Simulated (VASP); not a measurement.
# Ga3IrRu (Pm-3m) in VASP: notebook

The runs below take Ga3IrRu through single point, with PBE.

Everything below comes from runs of VASP 6.6.1. Logs are shortened: lines on timing, memory, paths and dates and some standing lists are left out, and cuts for length are marked.

### Step 1. The cell of the first run

Symmetry: Pm-3m, No. 221, cubic system. The conventional cell has a = 4.421 Å, b = 4.421 Å, c = 4.421 Å, α = 90.00°, β = 90.00°, γ = 90.00°. Ga (site symmetry 4/mmm) has 2 Ir at 2.21 Å within 2.9 Å. Ru (site symmetry m-3m) has 12 Ga at 3.13 Å and 8 Ir at 3.83 Å within 4.1 Å. Ir (site symmetry m-3m) has 6 Ga at 2.21 Å within 2.9 Å.

The cell was built from a structure type or drawn by symmetry, and may not be a known phase.

### Step 2. Single point, PBE

File INCAR:

```
ALGO = Normal
EDIFF = 1E-6
ENCUT = 520
GGA = PE
ISIF = 2
ISMEAR = 0
LASPH = T
LCHARG = T
LELF = T
LREAL = F
LVHAR = T
LWAVE = F
NBANDS = 39
NELM = 80
PREC = Accurate
SIGMA = 0.1
```

File KPOINTS:

```
k-points
0
Gamma
  4 4 4
```

File POSCAR:

```
Ga3IrRu
1.0
    4.4205509400      0.0000000000      0.0000000000
    0.0000000000      4.4205509400      0.0000000000
    0.0000000000      0.0000000000      4.4205509400
Ga Ru Ir
3 1 1
Direct
    0.5000000000      0.0000000000      0.0000000000
    0.0000000000      0.5000000000      0.0000000000
    0.0000000000      0.0000000000      0.5000000000
    0.5000000000      0.5000000000      0.5000000000
    0.0000000000      0.0000000000      0.0000000000
```

Potentials or basis: VASP PAW PBE potentials, release 64 (Ga_d, Ru_pv, Ir).

On the command line:

```console
$ cat potpaw_PBE.64/Ga_d/POTCAR potpaw_PBE.64/Ru_pv/POTCAR potpaw_PBE.64/Ir/POTCAR > POTCAR
$ mpirun -np 1 vasp_std > vasp.out
```

OUTCAR:

```text
EDIFF = 1E-6
   ENCUT = 520
   GGA = PE
   ISIF = 2
   ISMEAR = 0
   LASPH = T
   LREAL = F
   NELM = 80
   PREC = Accurate

 ion  position               nearest neighbor table
   1  0.500  0.000  0.000-   5 2.21   5 2.21   4 3.13   4 3.13   4 3.13   4 3.13
   2  0.000  0.500  0.000-   5 2.21   5 2.21   4 3.13   4 3.13   4 3.13   4 3.13
   3  0.000  0.000  0.500-   5 2.21   5 2.21   4 3.13   4 3.13   4 3.13   4 3.13
   4  0.500  0.500  0.500-   1 3.13   2 3.13   3 3.13   1 3.13   2 3.13   1 3.13   3 3.13   1 3.13
                             2 3.13   3 3.13   2 3.13   3 3.13
   5  0.000  0.000  0.000-   1 2.21   2 2.21   3 2.21   3 2.21   2 2.21   1 2.21

  LATTYP: Found a simple cubic cell.
 ALAT       =     4.4205509400

  Lattice vectors:

 A1 = (   4.4205509400,   0.0000000000,   0.0000000000)
 A2 = (   0.0000000000,   4.4205509400,   0.0000000000)
 A3 = (   0.0000000000,   0.0000000000,   4.4205509400)

Analysis of symmetry for initial positions (statically):
=====================================================================
 Subroutine PRICEL returns:
 Original cell was already a primitive cell.

 Routine SETGRP: Setting up the symmetry group for a
 simple cubic supercell.

 Subroutine GETGRP returns: Found 48 space group operations
 (whereof 48 operations were pure point group operations)
 out of a pool of 48 trial point group operations.

The static configuration has the point symmetry O_h .

Analysis of symmetry for dynamics (positions and initial velocities):
=====================================================================
 Subroutine PRICEL returns:
 Original cell was already a primitive cell.

 Routine SETGRP: Setting up the symmetry group for a
 simple cubic supercell.

 Subroutine GETGRP returns: Found 48 space group operations
 (whereof 48 operations were pure point group operations)
 out of a pool of 48 trial point group operations.

The dynamic configuration has the point symmetry O_h .

 Subroutine INISYM returns: Found 48 space group operations
 (whereof 48 operations are pure point group operations),
 and found     1 'primitive' translations

----------------------------------------------------------------------------------------

                                     Primitive cell

  volume of cell :      86.3832

  direct lattice vectors                    reciprocal lattice vectors
     4.420550940  0.000000000  0.000000000     0.226216147  0.000000000  0.000000000
     0.000000000  4.420550940  0.000000000     0.000000000  0.226216147  0.000000000
[... 79 lines left out ...]
   NSW    =      0    number of steps for IOM
   IBRION =     -1    ionic relax: 0-MD 1-quasi-New 2-CG
   NFREE  =      0    steps in history (QN), initial steepest desc. (CG)
   ISIF   =      2    stress and relaxation
   ISYM   =      2    0-nonsym 1-usesym 2-fastsym
   POTIM  = 0.5000    time-step for ionic-motion
   TEBEG  =    0.0;   TEEND  =   0.0 temperature during run
   PSTRESS=    0.0 pullay stress
   NELECT =      62.0000    total number of electrons
   NUPDOWN=      -1.0000    fix difference up-down
   EMIN   =  10.00;   EMAX   =-10.00  energy-range for DOS
   EFERMI =   0.00;   METHOD = LEGACY
   ISMEAR =     0;   SIGMA  =   0.10  broadening in eV -4-tet -1-fermi 0-gaus
   EFERMI_NEDOS =   21; number of points for ismear=-14 and -15
   IALGO  =     38    algorithm
   IMIX   =      4    mixing-type and parameters
     AMIX     =   0.40;   BMIX     =  1.00
     AMIX_MAG =   1.60;   BMIX_MAG =  1.00
  volume/ion in A,a.u.               =      17.28       116.59
  Fermi-wavevector in a.u.,A,eV,Ry     =   1.465758  2.769881 29.231397  2.148447
  Thomas-Fermi vector in A             =   2.581577
   LORBIT       =      0    0 simple, 1 ext, 2 COOP (PROOUT), +10 PAW based schemes
   GGA     = PE    functional components
   LHFCALC =     F    Hartree Fock is set to
   AEXX    =    0.0000 exact exchange contribution
   IVDW    =     0    specifies the selected vdW correction
   LEPSILON=     F    determine dielectric tensor
   LRPA    =     F    only Hartree local field effects (RPA)
 non-spin polarized calculation
 Gauss-broadening in eV      SIGMA  =   0.10
  energy-cutoff  :      520.00
  volume of cell :       86.38
 maximum number of plane-waves:      2360
 NGX is ok and might be reduce to    36
   NGX = 17   NGY = 17   NGZ = 17

 number of electron      61.9999942 magnetization

 Free energy of the ion-electron system (eV)
  ---------------------------------------------------
  ext. energy  EPLUGINS =         0.00000000
  ---------------------------------------------------
  free energy    TOTEN  =       -22.63000160 eV

  energy without entropy =      -22.61441973  energy(sigma->0) =      -22.62221066

 E-fermi :   7.2713     XC(G=0): -11.7206

 val. band max:        7.1741178628   @ k =   0.2500   0.2500   0.2500
 cond. band min:       7.2979991708   @ k =   0.5000   0.5000   0.2500
 fundamental gap:      0.1238813079
 Fermi energy:         7.2712865136

 k-point     1 :       0.0000    0.0000    0.0000
  band No.  band energies     occupation
      1     -34.2246      2.00000
      2     -34.2246      2.00000
      3     -34.2246      2.00000
      4      -8.5148      2.00000
      5      -8.5067      2.00000
      6      -8.5067      2.00000
[... 409 lines left out ...]
     38      15.2714      0.00000
     39      15.2714      0.00000

------------------------ aborting loop because EDIFF is reached ----------------------------------------

  FORCE on cell =-STRESS in cart. coord.  units (eV):
  Direction    XX          YY          ZZ          XY          YZ          ZX
  --------------------------------------------------------------------------------------
  -------------------------------------------------------------------------------------
  Total       13.1326692     13.1326692     13.1326692     -0.0000000      0.0000000     -0.0000000
  in kB      243.5759400    243.5759400    243.5759400     -0.0000000      0.0000000     -0.0000000
  external PRESSURE =     243.5759400 kB  Pullay stress =       0.0000000 kB

 VOLUME and BASIS-vectors are now :
 -----------------------------------------------------------------------------
  energy-cutoff  :      520.00
  volume of cell :       86.38
      direct lattice vectors                 reciprocal lattice vectors
     4.420550940  0.000000000  0.000000000     0.226216147  0.000000000  0.000000000
     0.000000000  4.420550940  0.000000000     0.000000000  0.226216147  0.000000000
     0.000000000  0.000000000  4.420550940     0.000000000  0.000000000  0.226216147

 POSITION                                       TOTAL-FORCE (eV/Angst)
 -----------------------------------------------------------------------------------
      2.21028      0.00000      0.00000         0.000000      0.000000      0.000000
      0.00000      2.21028      0.00000         0.000000      0.000000      0.000000
      0.00000      0.00000      2.21028         0.000000      0.000000      0.000000
      2.21028      2.21028      2.21028         0.000000      0.000000      0.000000
      0.00000      0.00000      0.00000         0.000000      0.000000      0.000000
 -----------------------------------------------------------------------------------
    total drift:                                0.000000      0.000000     -0.000000

  FREE ENERGIE OF THE ION-ELECTRON SYSTEM (eV)
  ---------------------------------------------------
  free  energy   TOTEN  =       -22.6300015963 eV

  energy  without entropy=      -22.6144197310  energy(sigma->0) =      -22.62221066
```

OSZICAR:

```text
N       E                     dE             d eps       ncg     rms          rms(c)
DAV:   1     0.686103281518E+03    0.68610E+03   -0.29763E+04   861   0.277E+03
DAV:   2     0.623096949250E+02   -0.62379E+03   -0.59932E+03   795   0.710E+02
DAV:   3    -0.193985542032E+02   -0.81708E+02   -0.78283E+02   892   0.198E+02
DAV:   4    -0.231036023299E+02   -0.37050E+01   -0.36494E+01   956   0.462E+01
DAV:   5    -0.232264196857E+02   -0.12282E+00   -0.12272E+00   982   0.739E+00    0.181E+01
DAV:   6    -0.231152934683E+02    0.11113E+00   -0.30732E+00   992   0.117E+01    0.119E+01
DAV:   7    -0.229210215956E+02    0.19427E+00   -0.36490E+00   937   0.910E+00    0.844E+00
DAV:   8    -0.226443271909E+02    0.27669E+00   -0.11830E+00   833   0.481E+00    0.160E+00
DAV:   9    -0.226330540926E+02    0.11273E-01   -0.60959E-02   941   0.161E+00    0.473E-01
DAV:  10    -0.226302401615E+02    0.28139E-02   -0.88752E-03   901   0.479E-01    0.141E-01
DAV:  11    -0.226300008818E+02    0.23928E-03   -0.73118E-04  1059   0.199E-01    0.377E-02
DAV:  12    -0.226299989677E+02    0.19141E-05   -0.61010E-05   868   0.816E-02    0.114E-02
DAV:  13    -0.226300014869E+02   -0.25192E-05   -0.66150E-06   987   0.195E-02    0.249E-03
DAV:  14    -0.226300015963E+02   -0.10942E-06   -0.45644E-07   488   0.529E-03
   1 F= -.22630002E+02 E0= -.22622211E+02  d E =-.155819E-01
```

It took 35 s on 1 thread of Intel Xeon Platinum 8259CL at 2.50GHz (Skylake/Cascade Lake), shared host; peak memory 0.22 GiB.

What came out:

| Property | Result |
| --- | --- |
| Free energy | -22.6300 eV |
| Pressure | 24.4 GPa |
| Band gap on the k mesh | zero (bands 31 and 32 overlap by 1.75 eV) |

Caveat: the cell stands under pressure; spin-orbit coupling is left out, which moves the levels of the heavy elements.

### Step 3. Single point, PBE

This run uses another cell than the first one, of 20.46 Å³/atom.

File INCAR:

```
SYSTEM = Ga3IrRu
PREC = Accurate ; ENCUT = 520
EDIFF = 1E-7 ; ISMEAR = 0
SIGMA = 0.1 ; LREAL = .FALSE.
LASPH = .TRUE. ; NELM = 80
ALGO = Normal ; ISIF = 2
LWAVE = .FALSE. ; LCHARG = .TRUE.
GGA = PE ; LELF = .TRUE.
LVHAR = .TRUE. ; NBANDS = 39
```

File KPOINTS:

```
Automatic mesh
0
G
  4 4 4
  0 0 0
```

POSCAR, as its differences from that of step 2:

```diff
@@ -2,5 +2,5 @@
 1.0
-    4.4205509400      0.0000000000      0.0000000000
-    0.0000000000      4.4205509400      0.0000000000
-    0.0000000000      0.0000000000      4.4205509400
+    4.6770912233      0.0000000000      0.0000000000
+    0.0000000000      4.6770912233      0.0000000000
+    0.0000000000      0.0000000000      4.6770912233
 Ga Ru Ir
```

Potentials or basis: VASP PAW PBE potentials, release 64 (Ga_d, Ru_pv, Ir).

On the command line:

```console
$ cat potpaw_PBE.64/Ga_d/POTCAR potpaw_PBE.64/Ru_pv/POTCAR potpaw_PBE.64/Ir/POTCAR > POTCAR
$ mpirun -np 1 vasp_std > vasp.out
```

It took 44 s on 1 thread of Intel Xeon Platinum 8259CL at 2.50GHz (Skylake/Cascade Lake), shared host; peak memory 0.22 GiB.

The run converged. Its results:

```yaml
Free_energy: -23.6824 eV
Pressure: 0.3 GPa
Band_gap_on_the_k_mesh: zero (bands 31 and 32 overlap by 1.09 eV)
```

Levels at points of the mesh, in eV from the Fermi level:
```
           k point  band 28  band 29  band 30  band 31  band 32  band 33  band 34  band 35
(0.00, 0.00, 0.00)    -0.92    -0.92    -0.40    -0.40    -0.40     0.67     2.46     2.46
(0.50, 0.00, 0.00)    -1.49    -0.50    -0.39     0.69     0.93     0.93     2.10     2.48
(0.50, 0.50, 0.00)    -0.55    -0.55    -0.30    -0.26     0.11     0.51     1.60     1.60
(0.50, 0.50, 0.50)    -0.22    -0.22     0.17     0.17     0.17     0.34     0.47     0.47
```

Caveat: spin-orbit coupling is left out, which moves the levels of the heavy elements.
